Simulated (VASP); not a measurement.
Crystal: SiSb2Cl2.

```
Si Sb Cl
1.0
    -2.25252    2.25252    5.91008
     2.25252   -2.25252    5.91008
     2.25252    2.25252   -5.91008
Si Sb Cl
1 2 2
Direct
  0.00000 0.00000 0.00000
  0.25000 0.75000 0.50000
  0.75000 0.25000 0.50000
  0.62600 0.62600 0.00000
  0.37400 0.37400 0.00000
```

| Property | Result |
| --- | --- |
| Program | VASP 6.6.1 |
| Task | relaxation of cell and atoms |
| Functional | PBE |
| Potentials or basis | VASP PAW PBE potentials, release 64 (Si, Sb, Cl) |
| Cutoff | 600 eV |
| k mesh | 6 × 6 × 6 |
| Occupations | gaussian, width 0.1 eV |
| Spin | no spin polarisation |

At the start: pressure 10.9 GPa; volume 23.99 Å³/atom.

**Question.** How do energy, volume and symmetry change on relaxing?

**Answer.** Over 30 steps the energy falls by 639.1 meV/atom and the volume is 31.13 Å³/atom (+29.8 %); space group I4/mmm (No. 139, to 0.1 Å) before and after.

The path:
| step | energy change (eV) | largest force (eV/Å) | pressure (GPa) | volume (Å³) |
| --- | --- | --- | --- | --- |
| 1 | 0.0000 | 2.9974 | 10.94 | 119.95 |
| 2 | -1.0157 | 0.1263 | -2.08 | 150.60 |
| 3 | -1.0628 | 0.5852 | -0.55 | 143.95 |
| 4 | -1.1219 | 0.5369 | -0.41 | 142.55 |
| 5 | -1.3347 | 0.1142 | 0.07 | 138.30 |
| 6 | -1.5107 | 1.9739 | 2.18 | 129.59 |
| 7 | -1.5285 | 1.1764 | 1.23 | 132.45 |
| 8 | -1.5325 | 1.3904 | 1.46 | 131.66 |
| 9 | -1.5406 | 1.4311 | 1.50 | 131.51 |
| 10 | -1.5628 | 1.5573 | 1.63 | 131.06 |
| 11 | -1.5971 | 1.8163 | 1.93 | 130.15 |
| 12 | -1.6196 | 2.3614 | 2.71 | 128.25 |
| 13 | -1.6800 | 2.2875 | 2.65 | 128.39 |
| 14 | -1.8475 | 2.0698 | 2.50 | 128.77 |
| 15 | -2.1224 | 1.6422 | 2.43 | 129.33 |
| 16 | -2.4677 | 0.9212 | 3.10 | 129.73 |
| 17 | -2.6685 | 0.3651 | 6.73 | 127.86 |
| 18 | -2.9583 | 0.5445 | 3.06 | 137.92 |
| 19 | -3.0521 | 0.6707 | 0.56 | 147.48 |
| 20 | -3.0539 | 0.6861 | 0.27 | 148.83 |
| 21 | -3.0816 | 0.5895 | 0.04 | 149.22 |
| 22 | -3.1140 | 0.2523 | -0.47 | 150.32 |
| 23 | -3.1381 | 0.1333 | 0.04 | 149.05 |
| 24 | -3.1492 | 0.0294 | 0.75 | 147.63 |
| 25 | -3.1746 | 0.0297 | 0.59 | 149.96 |
| 26 | -3.1824 | 0.1931 | 0.35 | 156.38 |
| 27 | -3.1901 | 0.1187 | 0.43 | 153.71 |
| 28 | -3.1925 | 0.0704 | -0.48 | 157.41 |
| 29 | -3.1943 | 0.0892 | -0.13 | 155.91 |
| 30 | -3.1954 | 0.0286 | -0.04 | 155.65 |

Final structure:
```
Si Sb Cl
1.0
    -1.96722    1.96722   10.05472
     1.96722   -1.96722   10.05472
     1.96722    1.96722  -10.05472
Si Sb Cl
1 2 2
Direct
  0.00000 0.00000 0.00000
  0.25000 0.75000 0.50000
  0.75000 0.25000 0.50000
  0.57510 0.57510 0.00000
  0.42490 0.42490 0.00000
```

Caveat: the volume moved by over 15 % at a fixed basis, so the end points are rough.
